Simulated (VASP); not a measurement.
A run of VASP 6.6.1:

Contents of POSCAR:

```
NaCl
1.0
    0.0000000000      2.8576676214      2.8576676214
    2.8576676214      0.0000000000      2.8576676214
    2.8576676214      2.8576676214      0.0000000000
Na Cl
1 1
Direct
    0.0000000000      0.0000000000      0.0000000000
    0.5000000000      0.5000000000      0.5000000000
```

INCAR.step1

```
SYSTEM = NaCl
PREC     = Accurate       ! precision mode
ENCUT    = 520            ! plane-wave cutoff, eV
ISMEAR   = 0              ! smearing method
SIGMA    = 0.01           ! smearing width, eV
LREAL    = .False.        ! projectors in reciprocal space
LASPH    = .True.         ! aspherical terms in the spheres
NELM     = 100            ! most SCF steps
NBANDS   = 14             ! bands
GGA      = PE             ! functional
ALGO     = Normal         ! electronic algorithm
EDIFF    = 1E-4           ! SCF threshold, eV
LWAVE    = .True.         ! write WAVECAR
LCHARG   = .False.        ! write CHGCAR
```

File INCAR.step2:

```
SYSTEM = NaCl
PREC     = Accurate       ! precision mode
ENCUT    = 520            ! plane-wave cutoff, eV
EDIFF    = 1E-6           ! SCF threshold, eV
ISMEAR   = 0              ! smearing method
SIGMA    = 0.01           ! smearing width, eV
LREAL    = .False.        ! projectors in reciprocal space
LASPH    = .True.         ! aspherical terms in the spheres
NELM     = 100            ! most SCF steps
ALGO     = Normal         ! electronic algorithm
ISIF     = 2              ! what is computed and relaxed
LWAVE    = .False.        ! write WAVECAR
LCHARG   = .False.        ! write CHGCAR
METAGGA  = R2SCAN         ! meta-GGA
LMIXTAU  = .True.       
NBANDS   = 14             ! bands
ISTART   = 1
```

File KPOINTS:

```
Automatic mesh
0
Gamma
  6 6 6
  0 0 0
```

Potentials or basis: VASP PAW PBE potentials, release 64 (Na_pv, Cl).

Command:

```sh
$ cat potpaw_PBE.64/Na_pv/POTCAR potpaw_PBE.64/Cl/POTCAR > POTCAR
$ cp INCAR.step1 INCAR
$ mpirun -np 1 vasp_std > vasp.out
$ cp INCAR.step2 INCAR
$ mpirun -np 1 vasp_std > vasp.out
```

Hardware: 1 thread of AMD EPYC 7R43 64-Core Processor (Zen 3) (shared host).

Estimate the wall time of this run.

Wall time 85 s on 1 thread of AMD EPYC 7R43 64-Core Processor (Zen 3), on a shared host, peak memory 0.13 GiB. Counts: k points 16.
